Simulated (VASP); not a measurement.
Wanted: the native input for a VASP 6.6.1 run.

```
Task                   : single point
Functional             : LDA
Potentials or basis    : VASP PAW LDA potentials, release 64 (P)
Cutoff                 : 520 eV
k mesh                 : 8 × 1 × 6
Occupations            : fermi-dirac, width 0.05 eV
Spin                   : no spin polarisation
Dipole correction      : no
Further INCAR settings : ALGO = Normal; EDIFF = 1e-06; NBANDS = 18
```

The structure of P lies in POSCAR:

```
P
1.0
    3.3269396191      0.0000000000      0.0000000000
    0.0000000000     35.3157287368      0.0000000000
    0.0000000000      0.0000000000      4.6930401832
P
4
Direct
    0.5000000000      0.9702614300      0.9078492800
    0.5000000000      0.0297385700      0.0921507200
    0.0000000000      0.0297385700      0.4078492800
    0.0000000000      0.9702614300      0.5921507200
```

One way to write it, as run:

INCAR

```
  PREC = Accurate
  ENCUT = 520
  EDIFF = 1E-6
  ISMEAR = -1
  SIGMA = 0.05
  LREAL = False
  LASPH = True
  NELM = 80
  ALGO = Normal
  ISIF = 2
  LWAVE = False
  LCHARG = False
  NBANDS = 18
```

KPOINTS

```
regular mesh
0
Gamma
  8 1 6
```

Potentials or basis: VASP PAW LDA potentials, release 64 (P).

Run with:

```bash
$ cat potpaw_LDA.64/P/POTCAR > POTCAR
$ mpirun -np 1 vasp_std > vasp.out
```

Results of the run:

| Item | Value |
| --- | --- |
| Largest force | 0.309 eV/Å |
| Band gap on the k mesh | 0.88 eV |

Caveat: there is no dipole correction, which matters where the two faces differ.

It took 3.9 min on 1 thread of Intel(R) Xeon(R) Platinum 8488C (Sapphire Rapids), on a shared host, peak memory 0.49 GiB.
